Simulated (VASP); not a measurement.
Wanted: the native input for a VASP 6.6.1 run.

```yaml
Task: single point
Functional: r2SCAN
Potentials_or_basis: VASP PAW PBE potentials, release 64 (Co, Be)
Cutoff: 520 eV
k_mesh: 6 × 4 × 4
Occupations: fermi-dirac, width 0.1 eV
Spin: no spin polarisation
Dipole_correction: no
Further_INCAR_settings: ALGO = Normal; EDIFF = 1e-07; NBANDS = 29
```

Crystal: BeCo2.

```
CELL_PARAMETERS angstrom
2.90292 0.00000 0.00000
0.00000 4.45574 0.00000
0.00000 0.00000 4.37978
ATOMIC_POSITIONS crystal
Co 0.00000 0.34700 0.25800
Co 0.50000 0.15300 0.75800
Co 0.00000 0.65300 0.74200
Co 0.50000 0.84700 0.24200
Be 0.00000 0.00000 0.00000
Be 0.50000 0.50000 0.50000
```

One way to write it, as run:

POSCAR

```
BeCo2
1.0
    2.9029180000      0.0000000000      0.0000000000
    0.0000000000      4.4557370000      0.0000000000
    0.0000000000      0.0000000000      4.3797800000
Co Be
4 2
Direct
    0.0000000000      0.3470000000      0.2580000000
    0.5000000000      0.1530000000      0.7580000000
    0.0000000000      0.6530000000      0.7420000000
    0.5000000000      0.8470000000      0.2420000000
    0.0000000000      0.0000000000      0.0000000000
    0.5000000000      0.5000000000      0.5000000000
```

INCAR.step1

```
  PREC = Accurate
  ENCUT = 520
  ISMEAR = -1
  SIGMA = 0.1
  LREAL = False
  LASPH = True
  NELM = 60
  NBANDS = 29
  GGA = PE
  ALGO = Normal
  EDIFF = 1E-4
  LWAVE = True
  LCHARG = False
```

INCAR.step2

```
  PREC = Accurate
  ENCUT = 520
  EDIFF = 1E-7
  ISMEAR = -1
  SIGMA = 0.1
  LREAL = False
  LASPH = True
  NELM = 60
  ALGO = Normal
  ISIF = 2
  LWAVE = False
  LCHARG = False
  METAGGA = R2SCAN
  LMIXTAU = True
  NBANDS = 29
  ISTART = 1
```

KPOINTS

```
Automatic mesh
0
Gamma
  6 4 4
```

Potentials or basis: VASP PAW PBE potentials, release 64 (Co, Be).

Launch:

```console
$ cat potpaw_PBE.64/Co/POTCAR potpaw_PBE.64/Be/POTCAR > POTCAR
$ cp INCAR.step1 INCAR
$ mpirun -np 1 vasp_std > vasp.out
$ cp INCAR.step2 INCAR
$ mpirun -np 1 vasp_std > vasp.out
```

Results of the run:

```json
{
 "Pressure": "19.2 GPa",
 "Largest force": "1.465 eV/Å",
 "Band gap on the k mesh": "zero (band 20 reaches 8.96 eV, above the bottom of band 21 at 8.66 eV)"
}
```

Caveat: the k points lie up to 0.36 Å⁻¹ apart; the PAW data sets were made with another functional, which shifts forces and pressure a little.

Run time: 2.3 min on 1 thread of Intel(R) Xeon(R) Platinum 8488C (Sapphire Rapids) (shared host), peak memory 0.2 GiB.
